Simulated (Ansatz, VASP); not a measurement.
## Two plane-wave programs on BP

INCAR

```
ALGO = Normal
EDIFF = 1E-6
ENCUT = 520
GGA = PS
ISIF = 2
ISMEAR = 0
LASPH = True
LCHARG = True
LELF = True
LREAL = False
LVHAR = True
LWAVE = False
NBANDS = 11
NELM = 60
PREC = Accurate
SIGMA = 0.05
```

The input KPOINTS:

```
k-points
0
Gamma
  12 12 12
```

POSCAR

```
BP
1.0
    0.0000000000      2.1114206101      2.2426134999
    2.2426134999      0.0000000000      2.2426134999
    2.2426134999      2.1114206101      0.0000000000
B P
1 1
Direct
    0.0000000000      0.0000000000      0.0000000000
    0.7500000000      0.7500000000      0.7500000000
```

Input for Ansatz:

```yaml
crystal:
  lattice:
    - [0.0, 2.1114206101, 2.2426134999]
    - [2.2426134999, 0.0, 2.2426134999]
    - [2.2426134999, 2.1114206101, 0.0]
  atoms:
    - { symbol: B, position: [0.0, 0.0, 0.0] }
    - { symbol: P, position: [0.75, 0.75, 0.75] }
basis:
  ecutwfc: 520.0
kpoints:
  mp_grid: { grid: [12, 12, 12] }
hamiltonian:
  xc: pbesol
scf:
  occupations: { method: gaussian, width: 0.05 }
output:
  forces: true
  stress: true
  eigenvalues: true
```

Alike in both runs: task single point; functional PBEsol; k mesh 12 × 12 × 12; occupations gaussian, width 0.05 eV; no spin polarisation.

|  | VASP | Ansatz |
| --- | --- | --- |
| version | VASP 6.6.1 | Ansatz 0.2.0 |
| potentials or method | VASP PAW PBE potentials, release 64 (B, P), cutoff 520 eV | scalar-relativistic, plane waves, PAW |
| valence electrons in the cell | 8 | 8 |

Ansatz gave:

* gap on the k mesh at the Fermi level (eV): 0.08
* least direct gap on the mesh (eV): 2.94
* pressure (GPa): 16.4
* traceless stress, the component that is largest in VASP (GPa): 10.27

Question: Estimate VASP's values.

Answer: gap on the k mesh at the Fermi level (eV): 0.07; least direct gap on the mesh (eV): 2.93; pressure (GPa): 16.5; traceless stress, the component that is largest in VASP (GPa): 10.26.

VASP's potentials were made for PBE, not for PBEsol.
